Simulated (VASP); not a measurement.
The system is Cs2Sb2PdBr4.

```
Pd Sb Cs Br
1.0
    -4.12922    4.12922    4.41895
     4.12922   -4.12922    4.41895
     4.12922    4.12922   -4.41895
Pd Sb Cs Br
1 2 2 4
Direct
  0.00000 0.00000 0.00000
  0.34815 0.34815 0.00000
  0.65185 0.65185 0.00000
  0.75000 0.25000 0.50000
  0.25000 0.75000 0.50000
  0.20356 0.20356 0.40712
  0.20356 0.79644 0.00000
  0.79644 0.79644 0.59288
  0.79644 0.20356 0.00000
```

Base run:

| Quantity | Value |
| --- | --- |
| Program | VASP 6.6.1 |
| Functional | PBE |
| Potentials or basis | VASP PAW PBE potentials, release 64 (Pd, Sb, Cs_sv, Br) |
| Cutoff | 520 eV |
| k mesh | 3 × 3 × 3 |
| Occupations | fermi-dirac, width 0.1 eV |
| Spin | no spin polarisation |

Its results: band gap on the k mesh 0.27 eV, indirect (least direct gap 0.37 eV); pressure 3.9 GPa; largest force 1.486 eV/Å.

Problem. The run is repeated on the same cell with these changes: occupations from fermi-dirac, width 0.1 eV to tetrahedron; further incar settings from ALGO = Normal; EDIFF = 1e-06; NBANDS = 43 to ALGO = Normal; EDIFF = 1e-07; NBANDS = 43. What comes out?

Solution. Band gap on the k mesh 0.18 eV, indirect (least direct gap 0.28 eV); pressure 4.0 GPa; largest force 1.484 eV/Å.

Caveats: spin-orbit coupling is left out, which moves the levels of the heavy elements; forces of over 1 eV/Å act on the atoms, so gaps and moduli don't describe the material at rest.

A k mesh can miss the band edges.
